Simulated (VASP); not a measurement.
A run of VASP 6.6.1:

The input INCAR:

```
SYSTEM = Ba3Sn
ALGO = Normal
EDIFF = 1E-6
ENCUT = 520
GGA = CA
ISIF = 2
ISMEAR = -1
LASPH = .True.
LCHARG = .False.
LREAL = .False.
LWAVE = .False.
NBANDS = 30
NELM = 100
PREC = Accurate
SIGMA = 0.05
```

File KPOINTS:

```
k-points
0
Gamma
  6 6 6
  0 0 0
```

File POSCAR:

```
Ba3Sn
1.0
    4.2360513966      0.0000000000      0.0000000000
    0.0000000000      4.2360513966      0.0000000000
    0.0000000000      0.0000000000      4.2360513966
Sn Ba
1 3
Direct
    0.0000000000      0.0000000000      0.0000000000
    0.0000000000      0.5000000000      0.5000000000
    0.5000000000      0.0000000000      0.5000000000
    0.5000000000      0.5000000000      0.0000000000
```

Potentials or basis: VASP PAW LDA potentials, release 64 (Sn_d, Ba_sv).

Launch:

```sh
$ cat potpaw_LDA.64/Sn_d/POTCAR potpaw_LDA.64/Ba_sv/POTCAR > POTCAR
$ mpirun -np 1 vasp_std > vasp.out
```

Hardware: 1 thread of Intel Xeon 8259CL, on a shared host.

Problem. Estimate the wall time of this run.

Solution. It took 47 s on 1 thread of Intel Xeon 8259CL, with other jobs on the host, peak memory 0.18 GiB. Counts: scf iterations 12, k points 20.
